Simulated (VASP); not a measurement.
Crystal: BaNa.

```
CELL_PARAMETERS angstrom
4.64500 0.00000 0.00000
0.00000 4.64500 0.00000
0.00000 0.00000 4.64500
ATOMIC_POSITIONS crystal
Na 0.00000 0.00000 0.00000
Ba 0.50000 0.50000 0.50000
```

| Quantity | Value |
| --- | --- |
| Program | VASP 6.6.1 |
| Task | relaxation of cell and atoms |
| Functional | r2SCAN |
| Dispersion | D3(BJ) |
| Potentials or basis | VASP PAW PBE potentials, release 64 (Na_pv, Ba_sv) |
| Cutoff | 600 eV |
| k mesh | 5 × 5 × 5 |
| Occupations | methfessel-paxton, width 0.1 eV |
| Spin | no spin polarisation |

At the start: pressure 0.4 GPa; volume 50.11 Å³/atom.

Question: How do energy, volume and symmetry change on relaxing?

Answer: Over 4 steps the energy falls by 2.9 meV/atom and the volume is 52.74 Å³/atom (+5.2 %); space group Pm-3m (No. 221, to 0.05 Å).

The path:
| step | energy change (eV) | largest force (eV/Å) | pressure (GPa) | volume (Å³) |
| --- | --- | --- | --- | --- |
| 1 | 0.0000 | 0.0000 | 0.42 | 100.22 |
| 2 | -0.0037 | 0.0000 | 0.24 | 102.12 |
| 3 | -0.0058 | 0.0000 | 0.03 | 105.00 |
| 4 | -0.0058 | 0.0000 | 0.01 | 105.47 |

Final structure:
```yaml
crystal:
  lattice:
    - [4.72475, 0.00000, 0.00000]
    - [0.00000, 4.72475, 0.00000]
    - [0.00000, 0.00000, 4.72475]
  atoms:
    - { symbol: Na, position: [0.00000, 0.00000, 0.00000] }
    - { symbol: Ba, position: [0.50000, 0.50000, 0.50000] }
```

Caveat: the PAW data sets were made with another functional, which shifts forces and pressure a little; pairwise dispersion overbinds metals, which lowers pressure and volume.
